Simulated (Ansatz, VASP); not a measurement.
**Two plane-wave programs on MgCd5O6**

```
CELL_PARAMETERS angstrom
3.55969 0.00000 0.00000
-1.77985 3.08278 0.00000
0.00000 0.00000 17.43886
ATOMIC_POSITIONS crystal
Mg 0.00000 0.00000 0.50000
Cd 0.66667 0.33333 0.66667
Cd 0.33333 0.66667 0.33333
Cd 0.66667 0.33333 0.16667
Cd 0.00000 0.00000 0.00000
Cd 0.33333 0.66667 0.83333
O 0.33333 0.66667 0.58333
O 0.66667 0.33333 0.41667
O 0.00000 0.00000 0.25000
O 0.33333 0.66667 0.08333
O 0.66667 0.33333 0.91667
O 0.00000 0.00000 0.75000
```

Alike in both runs: task relaxation of cell and atoms; functional PBE; k mesh 6 × 6 × 1; occupations gaussian, width 0.1 eV; no spin polarisation.

|  | VASP | Ansatz |
| --- | --- | --- |
| version | VASP 6.6.1 | Ansatz 0.2.0 |
| potentials or method | VASP PAW PBE potentials, release 64 (Mg, Cd, O), cutoff 600 eV | scalar-relativistic, plane waves, PAW |
| valence electrons in the cell | 98 | 146 |

Ansatz gave:

```
gap on the k mesh at the Fermi level, each at its own relaxed structure (eV) : none
relaxed volume (Å³/atom)                                                     : 12.91
relaxed cell length with the largest relative difference (Å)                 : 16.396
```

Problem. Which values does VASP return?

Solution. gap on the k mesh at the Fermi level, each at its own relaxed structure (eV): none; relaxed volume (Å³/atom): 13.02; relaxed cell length with the largest relative difference (Å): 16.458.

A gap of «none» marks a metal or a gap that the smearing closes. VASP's potentials hold 98 valence electrons a cell and Ansatz's 146, so a difference there can come from the potentials and not from the codes.

The k mesh is coarse, so the values compare programs but aren't converged. Noted on VASP's run: the volume moved by over 15 % at a fixed basis, so the end points are rough.
